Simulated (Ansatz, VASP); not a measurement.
One calculation of Al30Cu, two programs

```
CELL_PARAMETERS angstrom
8.10000 0.00000 0.00000
0.00000 8.10000 0.00000
0.00000 0.00000 8.10000
ATOMIC_POSITIONS crystal
Al 0.50268 0.00288 0.00038
Al 0.75551 0.00450 0.23689
Al 0.24959 0.24769 0.00034
Al 0.50196 0.49789 0.00067
Al 0.75277 0.75056 0.00046
Al 0.24833 0.99976 0.24832
Al 0.50423 0.25059 0.24987
Al 0.74938 0.49592 0.25001
Al 0.50275 0.00009 0.50046
Al 0.75048 0.25002 0.50043
Al 0.75509 0.00434 0.76420
Al 0.99690 0.49718 0.00049
Al 0.24854 0.75187 0.00038
Al 0.99563 0.24479 0.23714
Al 0.25156 0.49897 0.25180
Al 0.50140 0.74854 0.25156
Al 0.99949 0.00036 0.50033
Al 0.25062 0.25099 0.50065
Al 0.50090 0.49912 0.50031
Al 0.74923 0.74919 0.50047
Al 0.24836 0.99966 0.75267
Al 0.50383 0.25073 0.75121
Al 0.74941 0.49625 0.75155
Al 0.00062 0.75142 0.24834
Al 0.00039 0.49724 0.50054
Al 0.25194 0.74866 0.50043
Al 0.99576 0.24466 0.76377
Al 0.25164 0.49919 0.74930
Al 0.50131 0.74843 0.74930
Al 0.00067 0.75179 0.75247
Cu 0.74275 0.25656 0.00067
```

Alike in both runs: functional PBEsol; k mesh 3 × 3 × 3; occupations gaussian, width 0.05 eV; no spin polarisation.

Ansatz relaxed the structure, and its values are those at the end. VASP's run is a single point on that final structure, the one shown.

```csv
,VASP,Ansatz
version,VASP 6.6.1,Ansatz 0.2.0
potentials or method,"VASP PAW PBE potentials, release 64 (Al, Cu), cutoff 520 eV","scalar-relativistic, plane waves, PAW"
valence electrons in the cell,101,109
```

|  | VASP | Ansatz | Ansatz less VASP |
| --- | --- | --- | --- |
| rms of the force components (eV/Å) | 0.009 | 0.008 | -0.0009 |

VASP's potentials were made for PBE, not for PBEsol, and Ansatz warns of the same on its side. The functional is the same, so the differences come from potentials, cutoffs and numerics. VASP's potentials hold 101 valence electrons a cell and Ansatz's 109, so a difference there can come from the potentials and not from the codes.
